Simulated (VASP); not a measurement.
Set up this calculation in VASP 6.6.1, as the native input.

```
Task                   : single point
Functional             : r2SCAN
Potentials or basis    : VASP PAW PBE potentials, release 64 (Si, C)
Cutoff                 : 520 eV
k mesh                 : 8 × 8 × 6
Occupations            : gaussian, width 0.01 eV
Spin                   : no spin polarisation
Dipole correction      : no
Further INCAR settings : ALGO = Normal; EDIFF = 1e-06; NBANDS = 16
```

Crystal: SiC.

```
Si C
1.0
     3.06659    0.00000    0.00000
    -1.53329    2.65574    0.00000
     0.00000    0.00000    5.03321
Si C
2 2
Direct
  0.33333 0.66667 0.00460
  0.66667 0.33333 0.50460
  0.33333 0.66667 0.38040
  0.66667 0.33333 0.88040
```

These files were run (other wordings do the same):

POSCAR

```
SiC
1.0
    3.0665872464      0.0000000000      0.0000000000
   -1.5332936232      2.6557424583      0.0000000000
    0.0000000000      0.0000000000      5.0332073930
Si C
2 2
Direct
    0.3333333333      0.6666666667      0.0045980831
    0.6666666667      0.3333333333      0.5045980831
    0.3333333333      0.6666666667      0.3804019169
    0.6666666667      0.3333333333      0.8804019169
```

INCAR.step1

```
SYSTEM = SiC
PREC = Accurate
ENCUT = 520
ISMEAR = 0
SIGMA = 0.01
LREAL = .FALSE.
LASPH = .TRUE.
NELM = 80
NBANDS = 16
GGA = PE
ALGO = Normal
EDIFF = 1E-4
LWAVE = .TRUE.
LCHARG = .FALSE.
```

INCAR.step2

```
SYSTEM = SiC
PREC = Accurate
ENCUT = 520
EDIFF = 1E-6
ISMEAR = 0
SIGMA = 0.01
LREAL = .FALSE.
LASPH = .TRUE.
NELM = 80
ALGO = Normal
ISIF = 2
LWAVE = .FALSE.
LCHARG = .TRUE.
METAGGA = R2SCAN
LMIXTAU = .TRUE.
LELF = .TRUE.
LVHAR = .TRUE.
NBANDS = 16
ISTART = 1
```

KPOINTS

```
regular mesh
0
G
  8 8 6
  0 0 0
```

Potentials or basis: VASP PAW PBE potentials, release 64 (Si, C).

Run with:

```bash
$ cat potpaw_PBE.64/Si/POTCAR potpaw_PBE.64/C/POTCAR > POTCAR
$ cp INCAR.step1 INCAR
$ mpirun -np 1 vasp_std > vasp.out
$ cp INCAR.step2 INCAR
$ mpirun -np 1 vasp_std > vasp.out
```

Results of the run:

The pressure is 1.8 GPa. The band gap on the k mesh is 2.91 eV, indirect (least direct gap 4.50 eV).

Caveat: the PAW data sets were made with another functional, which shifts forces and pressure a little.

Wall time 38 s on 1 thread of Intel(R) Xeon(R) Platinum 8559C (Emerald Rapids), with other jobs on the host, peak memory 0.16 GiB.
